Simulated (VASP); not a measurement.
Wanted: the native input for a VASP 6.6.1 run.

```yaml
Task: single point
Functional: PBEsol
Potentials_or_basis: VASP PAW PBE potentials, release 64 (Se)
Cutoff: 520 eV
k_mesh: 12 × 12 × 8
Occupations: gaussian, width 0.02 eV
Spin: no spin polarisation
Dipole_correction: no
Further_INCAR_settings: ALGO = Normal; EDIFF = 1e-07; NBANDS = 16
```

The structure of Se lies in POSCAR:

```
Se
1.0
    4.1192383361      0.0000000000      0.0000000000
   -2.0596191681      3.5673650433      0.0000000000
    0.0000000000      0.0000000000      5.0687711823
Se
3
Direct
    0.2440681148      0.0000000000      0.1666666667
    0.0000000000      0.2440681148      0.8333333333
    0.7559318852      0.7559318852      0.5000000000
```

This cell differs from its parent crystal: biaxial strain in the a-b plane: +2.0 %, then relaxed in part.

One way to write it, as run:

INCAR

```
SYSTEM = Se
PREC = Accurate ; ENCUT = 520
EDIFF = 1E-7 ; ISMEAR = 0
SIGMA = 0.02 ; LREAL = .False.
LASPH = .True. ; NELM = 100
ALGO = Normal ; ISIF = 2
LWAVE = .False. ; LCHARG = .False.
GGA = PS ; NBANDS = 16
```

KPOINTS

```
regular mesh
0
Gamma
  12 12 8
  0 0 0
```

Potentials or basis: VASP PAW PBE potentials, release 64 (Se).

Launch:

```bash
$ cat potpaw_PBE.64/Se/POTCAR > POTCAR
$ mpirun -np 1 vasp_std > vasp.out
```

Results of the run:

| Item | Value |
| --- | --- |
| Pressure | -0.2 GPa |
| Largest force | 0.033 eV/Å |
| Band gap on the k mesh | 0.57 eV (least direct gap 0.64 eV) |

Caveat: the cell differs from its parent crystal (biaxial strain in the a-b plane: +2.0 %, then relaxed in part); semilocal functionals underestimate gaps, and a narrow one can read as zero; the PAW data sets were made with another functional, which shifts forces and pressure a little.

It took 2.9 min on 1 thread of Oxide Virtual Turin-like Processor, with other jobs on the host, peak memory 0.24 GiB.
